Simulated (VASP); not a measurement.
Sn2As:

```
CELL_PARAMETERS angstrom
6.45146 0.00000 0.00000
-3.22573 5.58713 0.00000
0.00000 0.00000 6.00405
ATOMIC_POSITIONS crystal
Sn 0.33305 0.00000 0.24910
Sn 0.00000 0.33305 0.24910
Sn 0.66695 0.66695 0.24910
Sn 0.00000 0.66695 0.75090
Sn 0.66695 0.00000 0.75090
Sn 0.33305 0.33305 0.75090
As 0.33333 0.66667 0.50000
As 0.66667 0.33333 0.50000
As 0.00000 0.00000 0.00000
```

* Program: VASP 6.6.1
* Task: relaxation of cell and atoms
* Functional: PBE
* Potentials or basis: VASP PAW PBE potentials, release 64 (Sn_d, As)
* Cutoff: 600 eV
* k mesh: 3 × 3 × 4
* Occupations: gaussian, width 0.1 eV
* Spin: no spin polarisation

At the start: pressure 16.8 GPa; volume 24.05 Å³/atom.

Q: How do energy, volume and symmetry change on relaxing?

A: Over 15 steps the energy falls by 424.3 meV/atom and the volume is 29.52 Å³/atom (+22.8 %); space group P-31m (No. 162, to 0.1 Å) before and after.

Step by step:
```tsv
step	energy change (eV)	largest force (eV/Å)	pressure (GPa)	volume (Å³)
1	0.0000	0.9935	16.80	216.42
2	-2.2456	0.4330	-3.49	305.34
3	-2.5982	0.4907	-0.12	274.69
4	-2.5982	0.4841	-0.30	275.95
5	-2.6823	0.5397	-0.35	275.43
6	-2.9682	0.6182	-0.45	273.76
7	-3.5032	0.6373	-0.37	269.90
8	-2.6733	1.8826	2.81	260.02
9	-3.5877	0.6822	-0.11	268.27
10	-3.6383	0.6320	0.31	265.66
11	-3.6477	0.6378	0.11	266.49
12	-3.7225	0.4265	0.02	266.56
13	-3.7245	0.4085	-0.04	266.57
14	-3.7797	0.2656	-0.07	266.24
15	-3.8188	0.0358	-0.12	265.68
```

Final structure:
```cif
data_structure
_symmetry_space_group_name_H-M 'P 1'
_symmetry_Int_Tables_number 1
_cell_length_a 7.2686
_cell_length_b 7.2686
_cell_length_c 5.8067
_cell_angle_alpha 90.000
_cell_angle_beta 90.000
_cell_angle_gamma 120.000
_cell_volume 265.68
loop_
_atom_site_label
_atom_site_type_symbol
_atom_site_fract_x
_atom_site_fract_y
_atom_site_fract_z
_atom_site_occupancy
Sn1 Sn 0.36644 0.00000 0.20122 1
Sn2 Sn 0.00000 0.36644 0.20122 1
Sn3 Sn 0.63356 0.63356 0.20122 1
Sn4 Sn 0.00000 0.63356 0.79878 1
Sn5 Sn 0.63356 0.00000 0.79878 1
Sn6 Sn 0.36644 0.36644 0.79878 1
As1 As 0.33333 0.66667 0.50000 1
As2 As 0.66667 0.33333 0.50000 1
As3 As 0.00000 0.00000 0.00000 1
```

Caveat: the k points lie up to 0.33 Å⁻¹ apart in the final cell, too coarse for converged energies and pressures of a metal; the volume moved by over 15 % at a fixed basis, so the end points are rough.
